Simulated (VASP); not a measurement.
# GaN (P6_3mc) in VASP: further runs

The runs below take GaN through single point, with PBE.

All numbers are computed with VASP 6.6.1; they aren't measurements. Logs are shortened: lines on timing, memory, paths and dates and some standing lists are left out, and cuts for length are marked.

## Step 1: The cell of the first run

It takes space group P6_3mc (No. 186, hexagonal). The conventional cell has a = 3.025 Å, b = 3.025 Å, c = 5.391 Å, α = 90.00°, β = 90.00°, γ = 120.00°. Ga (site symmetry 3m) has 4 N at 1.90 to 1.94 Å within 2.5 Å. N (site symmetry 3m) has 4 Ga at 1.90 to 1.94 Å within 2.5 Å.

## Step 2: Single point, PBE (biaxial strain in the a-b plane: -6.0 %, then relaxed in part)

The input, INCAR:

```
SYSTEM = GaN
PREC     = Accurate       ! precision mode
ENCUT    = 520            ! plane-wave cutoff, eV
EDIFF    = 1E-6           ! SCF threshold, eV
ISMEAR   = 0              ! smearing method
SIGMA    = 0.02           ! smearing width, eV
LREAL    = .False.        ! projectors in reciprocal space
LASPH    = .True.         ! aspherical terms in the spheres
NELM     = 100            ! most SCF steps
ALGO     = Normal         ! electronic algorithm
ISIF     = 2              ! what is computed and relaxed
LWAVE    = .False.        ! write WAVECAR
LCHARG   = .False.        ! write CHGCAR
GGA      = PE             ! functional
NBANDS   = 26             ! bands
```

The input, KPOINTS:

```
Automatic mesh
0
Gamma
  12 12 6
  0 0 0
```

The input, POSCAR:

```
GaN
1.0
    3.0252685687      0.0000000000      0.0000000000
   -1.5126342843      2.6199594337      0.0000000000
    0.0000000000      0.0000000000      5.3907337928
Ga N
2 2
Direct
    0.6666666667      0.3333333333      0.5071924491
    0.3333333333      0.6666666667      1.0071924491
    0.6666666667      0.3333333333      0.8678075509
    0.3333333333      0.6666666667      0.3678075509
```

Potentials or basis: VASP PAW PBE potentials, release 64 (Ga_d, N).

Run with:

```sh
> cat potpaw_PBE.64/Ga_d/POTCAR potpaw_PBE.64/N/POTCAR > POTCAR
> mpirun -np 1 vasp_std > vasp.out
```

OUTCAR:

```text
SYSTEM = GaN
   PREC = Accurate
   ENCUT = 520
   EDIFF = 1E-6
   ISMEAR = 0
   LREAL = .False.
   LASPH = .True.
   NELM = 100
   ISIF = 2
   GGA = PE

 ion  position               nearest neighbor table
   1  0.667  0.333  0.507-   4 1.90   4 1.90   4 1.90   3 1.94
   2  0.333  0.667  0.007-   3 1.90   3 1.90   3 1.90   4 1.94
   3  0.667  0.333  0.868-   2 1.90   2 1.90   2 1.90   1 1.94
   4  0.333  0.667  0.368-   1 1.90   1 1.90   1 1.90   2 1.94

  LATTYP: Found a hexagonal cell.
 ALAT       =     3.0252685687
 C/A-ratio  =     1.7819025552

  Lattice vectors:

 A1 = (   3.0252685687,   0.0000000000,   0.0000000000)
 A2 = (  -1.5126342843,   2.6199594337,   0.0000000000)
 A3 = (   0.0000000000,   0.0000000000,   5.3907337928)

Analysis of symmetry for initial positions (statically):
=====================================================================
 Subroutine PRICEL returns:
 Original cell was already a primitive cell.

 Routine SETGRP: Setting up the symmetry group for a
 hexagonal supercell.

 Subroutine GETGRP returns: Found 12 space group operations
 (whereof  6 operations were pure point group operations)
 out of a pool of 24 trial point group operations.

The static configuration has the point symmetry C_3v.
 The point group associated with its full space group is C_6v.

Analysis of symmetry for dynamics (positions and initial velocities):
=====================================================================
 Subroutine PRICEL returns:
 Original cell was already a primitive cell.

 Routine SETGRP: Setting up the symmetry group for a
 hexagonal supercell.

 Subroutine GETGRP returns: Found 12 space group operations
 (whereof  6 operations were pure point group operations)
 out of a pool of 24 trial point group operations.

The dynamic configuration has the point symmetry C_3v.
 The point group associated with its full space group is C_6v.

 Subroutine INISYM returns: Found 12 space group operations
 (whereof  6 operations are pure point group operations),
 and found     1 'primitive' translations

----------------------------------------------------------------------------------------

                                     Primitive cell

  volume of cell :      42.7274

  direct lattice vectors                    reciprocal lattice vectors
     3.025268569  0.000000000  0.000000000     0.330549165  0.190842650  0.000000000
    -1.512634284  2.619959434  0.000000000     0.000000000  0.381685299  0.000000000
     0.000000000  0.000000000  5.390733793     0.000000000  0.000000000  0.185503503

  length of vectors
     3.025268569  3.025268569  5.390733793     0.381685299  0.381685299  0.185503503

  position of ions in fractional coordinates (direct lattice)
     0.666666667  0.333333333  0.507192449
     0.333333333  0.666666667  0.007192449
     0.666666667  0.333333333  0.867807551
     0.333333333  0.666666667  0.367807551

  ion indices of the primitive-cell ions
   primitive index   ion index
                 1           1
                 2           2
                 3           3
                 4           4

----------------------------------------------------------------------------------------

 KPOINTS: Automatic mesh

Automatic generation of k-mesh.
 Grid dimensions read from file:
 generate k-points for:   12   12    6

 Generating k-lattice:

  Cartesian coordinates                     Fractional coordinates (reciprocal lattice)
     0.027545764  0.015903554  0.000000000     0.083333333  0.000000000  0.000000000
     0.000000000  0.031807108  0.000000000     0.000000000  0.083333333  0.000000000
     0.000000000  0.000000000  0.030917250     0.000000000  0.000000000  0.166666667

  Length of vectors
     0.031807108  0.031807108  0.030917250

  Shift w.r.t. Gamma in fractional coordinates (k-lattice)
     0.000000000  0.000000000  0.000000000

 Subroutine IBZKPT returns following result:
 ===========================================

 Found     76 irreducible k-points:

 Following reciprocal coordinates:
            Coordinates               Weight
  0.000000  0.000000  0.000000      1.000000
  0.083333  0.000000  0.000000      6.000000
  0.166667 -0.000000  0.000000      6.000000
  0.250000 -0.000000  0.000000      6.000000
  0.333333  0.000000  0.000000      6.000000
  0.416667  0.000000  0.000000      6.000000
[... 16 lines left out ...]
  0.250000 -0.000000  0.166667     12.000000
  0.333333  0.000000  0.166667     12.000000
 [... further k-points ...]
   k-points           NKPTS =     76   k-points in BZ     NKDIM =     76   number of bands    NBANDS=     26
   number of dos      NEDOS =    301   number of ions     NIONS =      4
   total plane-waves  NPLWV =  23040
   dimension x,y,z NGX =    24 NGY =   24 NGZ =   40
   dimension x,y,z NGXF=    48 NGYF=   48 NGZF=   80
   ions per type =               2   2
   NGX,Y,Z   is equivalent  to a cutoff of  13.19, 13.19, 12.34 a.u.
   NGXF,Y,Z  is equivalent  to a cutoff of  26.38, 26.38, 24.67 a.u.
 SYSTEM =  GaN
   PREC   = accura    normal or accurate (medium, high low for compatibility)
   ISTART =      0    job   : 0-new  1-cont  2-samecut
   ICHARG =      2    charge: 1-file 2-atom 10-const
   ISPIN  =      1    spin polarized calculation?
   LNONCOLLINEAR =      F non collinear calculations
   LSORBIT =      F    spin-orbit coupling
   LASPH  =      T    aspherical Exc in radial PAW
   ENCUT  =  520.0 eV  38.22 Ry    6.18 a.u.   5.62  5.62 10.02*2*pi/ulx,y,z
   NELM   =    100;   NELMIN=  2; NELMDL= -5     # of ELM steps
   EDIFF  = 0.1E-05   stopping-criterion for ELM
   LREAL  =      F    real-space projection
   EDIFFG = 0.1E-04   stopping-criterion for IOM
   NSW    =      0    number of steps for IOM
   IBRION =     -1    ionic relax: 0-MD 1-quasi-New 2-CG
   NFREE  =      0    steps in history (QN), initial steepest desc. (CG)
   ISIF   =      2    stress and relaxation
   ISYM   =      2    0-nonsym 1-usesym 2-fastsym
   POTIM  = 0.5000    time-step for ionic-motion
   TEBEG  =    0.0;   TEEND  =   0.0 temperature during run
   PSTRESS=    0.0 pullay stress
   NELECT =      36.0000    total number of electrons
   NUPDOWN=      -1.0000    fix difference up-down
   EMIN   =  10.00;   EMAX   =-10.00  energy-range for DOS
   EFERMI =   0.00;   METHOD = LEGACY
   ISMEAR =     0;   SIGMA  =   0.02  broadening in eV -4-tet -1-fermi 0-gaus
   EFERMI_NEDOS =   21; number of points for ismear=-14 and -15
   IALGO  =     38    algorithm
   IMIX   =      4    mixing-type and parameters
     AMIX     =   0.40;   BMIX     =  1.00
     AMIX_MAG =   1.60;   BMIX_MAG =  1.00
  volume/ion in A,a.u.               =      10.68        72.08
  Fermi-wavevector in a.u.,A,eV,Ry     =   1.546228  2.921947 32.529095  2.390821
  Thomas-Fermi vector in A             =   2.651494
   LORBIT       =      0    0 simple, 1 ext, 2 COOP (PROOUT), +10 PAW based schemes
   GGA     = PE    functional components
   LHFCALC =     F    Hartree Fock is set to
   AEXX    =    0.0000 exact exchange contribution
   IVDW    =     0    specifies the selected vdW correction
   LEPSILON=     F    determine dielectric tensor
   LRPA    =     F    only Hartree local field effects (RPA)
 non-spin polarized calculation
 Gauss-broadening in eV      SIGMA  =   0.02
  energy-cutoff  :      520.00
  volume of cell :       42.73
 maximum number of plane-waves:      1178
 NGX is ok and might be reduce to    24
   NGX = 11   NGY = 11   NGZ = 21

 number of electron      35.9999968 magnetization

 Free energy of the ion-electron system (eV)
  ---------------------------------------------------
  ext. energy  EPLUGINS =         0.00000000
  ---------------------------------------------------
  free energy    TOTEN  =       -23.84335096 eV

  energy without entropy =      -23.84335096  energy(sigma->0) =      -23.84335096

 E-fermi :   6.4239     XC(G=0): -12.0505

 val. band max:        6.3284421436   @ k =   0.0000   0.0000   0.0000
 cond. band min:       8.0439294575   @ k =   0.0000   0.0000   0.0000
 fundamental gap:      1.7154873139
 Fermi energy:         6.4239363725

 k-point     1 :       0.0000    0.0000    0.0000
  band No.  band energies     occupation
      1     -10.4806      2.00000
      2      -9.4041      2.00000
      3      -7.5076      2.00000
      4      -7.4525      2.00000
      5      -7.4525      2.00000
      6      -7.3933      2.00000
[... 18 lines left out ...]
     25      18.9368      0.00000
     26      18.9368      0.00000

 k-point     2 :       0.0833    0.0000    0.0000
  band No.  band energies     occupation
      1     -10.3968      2.00000
      2      -9.3752      2.00000
      3      -7.4936      2.00000
      4      -7.4384      2.00000
      5      -7.4382      2.00000
      6      -7.3849      2.00000
[... 18 lines left out ...]
     25      18.3807      0.00000
     26      19.0488      0.00000

 k-point     3 :       0.1667   -0.0000    0.0000
  band No.  band energies     occupation
      1     -10.1661      2.00000
      2      -9.3037      2.00000
      3      -7.4599      2.00000
      4      -7.4035      2.00000
      5      -7.3884      2.00000
      6      -7.3444      2.00000
[... 18 lines left out ...]
     25      17.7167      0.00000
     26      19.0920      0.00000

 k-point     4 :       0.2500   -0.0000    0.0000
  band No.  band energies     occupation
      1      -9.8552      2.00000
      2      -9.2235      2.00000
      3      -7.4262      2.00000
      4      -7.3679      2.00000
      5      -7.3345      2.00000
      6      -7.2603      2.00000
[... 18 lines left out ...]
     25      18.1416      0.00000
     26      18.5548      0.00000
[... 496 lines left out ...]
      1     -10.0978      2.00000
      2      -9.3437      2.00000
      3      -7.4486      2.00000
      4      -7.3991      2.00000
      5      -7.3854      2.00000
      6      -7.3403      2.00000
[... 18 lines left out ...]
     25      17.6612      0.00000
     26      19.1359      0.00000

 k-point    23 :       0.2500   -0.0000    0.1667
  band No.  band energies     occupation
      1      -9.8006      2.00000
      2      -9.2501      2.00000
      3      -7.4226      2.00000
      4      -7.3607      2.00000
      5      -7.3440      2.00000
      6      -7.2674      2.00000
[... 18 lines left out ...]
     25      17.6448      0.00000
     26      19.2586      0.00000

 k-point    24 :       0.3333    0.0000    0.1667
  band No.  band energies     occupation
      1      -9.5305      2.00000
      2      -9.1783      2.00000
      3      -7.4126      2.00000
      4      -7.3391      2.00000
      5      -7.3150      2.00000
      6      -7.2099      2.00000
[... 18 lines left out ...]
     25      17.8056      0.00000
     26      19.7095      0.00000

 [... further k-points ...]
[... 5 lines left out ...]
  --------------------------------------------------------------------------------------
  -------------------------------------------------------------------------------------
  Total        7.9567649      7.9567649     -0.0369753      0.0000000      0.0000000     -0.0000000
  in kB      298.3600843    298.3600843     -1.3864855      0.0000000      0.0000000     -0.0000000
  external PRESSURE =     198.4445610 kB  Pullay stress =       0.0000000 kB

 VOLUME and BASIS-vectors are now :
 -----------------------------------------------------------------------------
  energy-cutoff  :      520.00
  volume of cell :       42.73
      direct lattice vectors                 reciprocal lattice vectors
     3.025268569  0.000000000  0.000000000     0.330549165  0.190842650  0.000000000
    -1.512634284  2.619959434  0.000000000     0.000000000  0.381685299  0.000000000
     0.000000000  0.000000000  5.390733793     0.000000000  0.000000000  0.185503503

 POSITION                                       TOTAL-FORCE (eV/Angst)
 -----------------------------------------------------------------------------------
      1.51263      0.87332      2.73414         0.000000      0.000000     -0.007417
     -0.00000      1.74664      0.03877        -0.000000      0.000000     -0.007417
      1.51263      0.87332      4.67812         0.000000     -0.000000      0.007417
     -0.00000      1.74664      1.98275        -0.000000      0.000000      0.007417
 -----------------------------------------------------------------------------------
    total drift:                                0.000000      0.000001      0.000458

  FREE ENERGIE OF THE ION-ELECTRON SYSTEM (eV)
  ---------------------------------------------------
  free  energy   TOTEN  =       -23.8433509564 eV

  energy  without entropy=      -23.8433509564  energy(sigma->0) =      -23.84335096
```

Run time: 53 s. Hardware: 1 thread of Intel Xeon Platinum 8124M at 3.00GHz (Skylake/Cascade Lake), shared host; peak memory 0.2 GiB.

What came out:

* Free energy: -23.8434 eV
* Pressure: 19.8 GPa
* Largest force: 0.007 eV/Å
* Band gap on the k mesh: 1.72 eV, direct

Forces on the atoms (eV/Å):
```
Ga   0.000  0.000 -0.007
Ga   0.000  0.000 -0.007
N    0.000  0.000  0.007
N    0.000  0.000  0.007
```

Caveat: the cell differs from its parent crystal (biaxial strain in the a-b plane: -6.0 %, then relaxed in part).

## Step 3: Single point, PBE

The input, INCAR:

```
ALGO = Normal
EDIFF = 1E-6
ENCUT = 520
GGA = PE
ISIF = 2
ISMEAR = 0
LASPH = T
LCHARG = F
LREAL = F
LWAVE = F
NBANDS = 26
NELM = 100
PREC = Accurate
SIGMA = 0.02
```

The input, KPOINTS:

```
k-points
0
Gamma
  12 12 6
```

POSCAR is that of step 2.

Potentials or basis: VASP PAW PBE potentials, release 64 (Ga_d, N).

Run with:

```sh
> cat potpaw_PBE.64/Ga_d/POTCAR potpaw_PBE.64/N/POTCAR > POTCAR
> mpirun -np 1 vasp_std > vasp.out
```

It took 52 s on 1 thread of Intel Xeon Platinum 8124M at 3.00GHz (Skylake/Cascade Lake), shared host; peak memory 0.21 GiB.

The run converged. Its results:

| Property | Result |
| --- | --- |
| Free energy | -23.8434 eV |
| Pressure | 19.8 GPa |
| Largest force | 0.007 eV/Å |
| Band gap on the k mesh | 1.72 eV, direct |

Forces on the atoms (eV/Å):
```
Ga   0.000  0.000 -0.007
Ga   0.000  0.000 -0.007
N    0.000  0.000  0.007
N    0.000  0.000  0.007
```

Stress tensor (GPa, compression positive):
```
29.84  0.00  0.00
 0.00 29.84  0.00
 0.00  0.00 -0.14
```

Levels at points of the mesh, in eV from the valence-band top:
```csv
k point,band 16,band 17,band 18,band 19,band 20,band 21
"(0.00, 0.00, 0.00)",-0.79,0.00,0.00,1.72,5.47,8.59
"(0.50, 0.00, 0.00)",-2.89,-2.73,-1.14,5.11,5.60,5.69
"(0.00, 0.00, 0.50)",-0.46,-0.46,-0.46,4.65,4.65,8.33
"(0.50, 0.00, 0.50)",-2.75,-2.00,-2.00,3.96,3.96,8.02
```

A hybrid or GW would open this gap; PBE tends to underestimate it.

(Continued in part 2 of 2.)
